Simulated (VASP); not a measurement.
Crystal: Pd.

```
Pd
1.0
     3.89000    0.00000    0.00000
     0.00000    3.89000    0.00000
     0.00000    0.00000    3.89000
Pd
4
Direct
  0.00000 0.00000 0.00000
  0.00000 0.50000 0.50000
  0.50000 0.00000 0.50000
  0.50000 0.50000 0.00000
```

* Program: VASP 6.6.1
* Task: relaxation of cell and atoms
* Functional: r2SCAN
* Potentials or basis: VASP PAW PBE potentials, release 64 (Pd)
* Cutoff: 600 eV
* k mesh: 6 × 6 × 6
* Occupations: gaussian, width 0.1 eV
* Spin: no spin polarisation

At the start: pressure 3.3 GPa; volume 14.72 Å³/atom.

Q: Where does the relaxation end?

A: Over 3 steps the energy falls by 2.5 meV/atom and the volume is 14.96 Å³/atom (+1.7 %); space group Fm-3m (No. 225, to 0.05 Å).

Step by step:
| step | energy change (eV) | largest force (eV/Å) | pressure (GPa) | volume (Å³) |
| --- | --- | --- | --- | --- |
| 1 | 0.0000 | 0.0000 | 3.28 | 58.86 |
| 2 | 0.0144 | 0.0000 | -4.71 | 61.46 |
| 3 | -0.0098 | 0.0000 | 0.09 | 59.86 |

Final structure:
```
Pd
1.0
     3.91178    0.00000    0.00000
     0.00000    3.91178    0.00000
     0.00000    0.00000    3.91178
Pd
4
Cartesian
  0.0000 0.0000 0.0000
  0.0000 1.9559 1.9559
  1.9559 0.0000 1.9559
  1.9559 1.9559 0.0000
```

Caveat: the PAW data sets were made with another functional, which shifts forces and pressure a little.
